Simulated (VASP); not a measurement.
Here is a VASP 6.6.1 calculation.

INCAR

```
PREC = Accurate ; ENCUT = 520
EDIFF = 1E-6 ; ISMEAR = 0
SIGMA = 0.15 ; LREAL = F
LASPH = T ; NELM = 60
ALGO = Normal ; ISIF = 2
LWAVE = F ; LCHARG = F
GGA = PE ; NBANDS = 45
```

KPOINTS

```
regular mesh
0
Gamma
  2 2 2
```

File POSCAR:

```
BaCd3Se4
1.0
    6.1038439217      0.0000000000      0.0000000000
    0.0000000000      6.1038439217      0.0000000000
    0.0000000000      0.0000000000      6.1038439217
Ba Cd Se
1 3 4
Direct
    0.5000000000      0.5000000000      0.5000000000
    0.5000000000      0.0000000000      0.0000000000
    0.0000000000      0.5000000000      0.0000000000
    0.0000000000      0.0000000000      0.5000000000
    0.0000000000      0.5000000000      0.5000000000
    0.5000000000      0.0000000000      0.5000000000
    0.5000000000      0.5000000000      0.0000000000
    0.0000000000      0.0000000000      0.0000000000
```

Potentials or basis: VASP PAW PBE potentials, release 64 (Ba_sv, Cd, Se).

Run with:

```bash
$ cat potpaw_PBE.64/Ba_sv/POTCAR potpaw_PBE.64/Cd/POTCAR potpaw_PBE.64/Se/POTCAR > POTCAR
$ mpirun -np 1 vasp_std > vasp.out
```

Q: Estimate the pressure.

A: 0.2 GPa.

Caveat: the k points lie up to 0.51 Å⁻¹ apart.
